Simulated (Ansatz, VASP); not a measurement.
**Si in VASP and in Ansatz**

```
CELL_PARAMETERS angstrom
3.97306 0.00000 0.00000
-1.98653 3.44077 0.00000
0.00000 0.00000 6.28912
ATOMIC_POSITIONS crystal
Si 0.33333 0.66667 0.06303
Si 0.66667 0.33333 0.56303
Si 0.33333 0.66667 0.43697
Si 0.66667 0.33333 0.93697
```

Change from the starting cell: strain +0.0450 x Voigt [1, 1, 0, 0, 0, 0], atoms carried along.

Alike in both runs: task single point; functional LDA; k mesh 12 × 12 × 6; occupations gaussian, width 0.03 eV; no spin polarisation.

|  | VASP | Ansatz |
| --- | --- | --- |
| version | VASP 6.6.1 | Ansatz 0.2.0 |
| potentials or method | VASP PAW LDA potentials, release 64 (Si), cutoff 520 eV | scalar-relativistic, plane waves, PAW |
| valence electrons in the cell | 16 | 16 |

|  | VASP | Ansatz | Ansatz less VASP |
| --- | --- | --- | --- |
| gap on the k mesh at the Fermi level (eV) | 0.24 | 0.24 | +0.001 |
| least direct gap on the mesh (eV) | 0.29 | 0.29 | -0.008 |
| pressure (GPa) | -6.7 | -6.8 | -0.03 |
| traceless stress, the component that is largest in VASP (GPa) | 5.53 | 5.51 | -0.025 |
| rms of the force components (eV/Å) | 0.234 | 0.234 | -0.0001 |

LDA's correlation is that of Perdew and Zunger in VASP and of Perdew and Wang (1992) in Ansatz. Atom by atom the forces differ by 0.000 eV/Å (rms over components).
